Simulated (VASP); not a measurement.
Wanted: the native input for a VASP 6.6.1 run.

```
Task                   : single point
Functional             : PBEsol
Potentials or basis    : VASP PAW PBE potentials, release 64 (Mn_pv, S)
Cutoff                 : 520 eV
k mesh                 : 16 × 16 × 16
Occupations            : gaussian, width 0.15 eV
Spin                   : collinear spin, ferromagnetic start
Starting moments       : [1.312, 0.0] μB
Fixed moment           : 1.3125 μB
Dipole correction      : no
Further INCAR settings : ALGO = Normal; EDIFF = 1e-06; NBANDS = 20
```

The structure of MnS lies in POSCAR:

```
MnS
1.0
    0.0000000000      2.8762628353      2.8762628353
    2.8762628353      0.0000000000      2.8762628353
    2.8762628353      2.8762628353      0.0000000000
Mn S
1 1
Direct
    0.0000000000      0.0000000000      0.0000000000
    0.7500000000      0.7500000000      0.7500000000
```

These files were run (other wordings do the same):

INCAR

```
PREC     = Accurate       # precision mode
ENCUT    = 520            # plane-wave cutoff, eV
EDIFF    = 1E-6           # SCF threshold, eV
ISMEAR   = 0              # smearing method
SIGMA    = 0.15           # smearing width, eV
LREAL    = F              # projectors in reciprocal space
LASPH    = T              # aspherical terms in the spheres
NELM     = 150            # most SCF steps
ALGO     = Normal         # electronic algorithm
ISIF     = 2              # what is computed and relaxed
LWAVE    = F              # write WAVECAR
LCHARG   = T              # write CHGCAR
ISPIN    = 2              # spin polarisation
MAGMOM   = 1.312 0        # initial moments
LORBIT   = 11             # projections on sites
NUPDOWN  = 1.3125         # fixed moment
LMAXMIX  = 4              # l up to which the mixer works
GGA      = PS             # functional
LELF     = T              # ELF
LVHAR    = T            
NBANDS   = 20             # bands
```

KPOINTS

```
Automatic mesh
0
Gamma
  16 16 16
```

Potentials or basis: VASP PAW PBE potentials, release 64 (Mn_pv, S).

The run is started by

```sh
$ cat potpaw_PBE.64/Mn_pv/POTCAR potpaw_PBE.64/S/POTCAR > POTCAR
$ mpirun -np 1 vasp_std > vasp.out
```

Results of the run:

The pressure is -22.2 GPa and the net moment is 1.31 μB per cell. The site moments are Mn +1.40; S -0.09 μB and the valence electrons inside the program's atomic spheres are Mn 11.41; S 3.58.

Caveat: the cell stands under tension; the PAW data sets were made with another functional, which shifts forces and pressure a little; the total moment is fixed, so each spin has its own Fermi level and the state may be an excited one; a cell with one magnetic atom can't hold antiferromagnetic order, which such compounds often take.

Wall time 2 min on 1 thread of Intel(R) Xeon(R) 6975P-C (Granite Rapids) (shared host), peak memory 0.33 GiB.
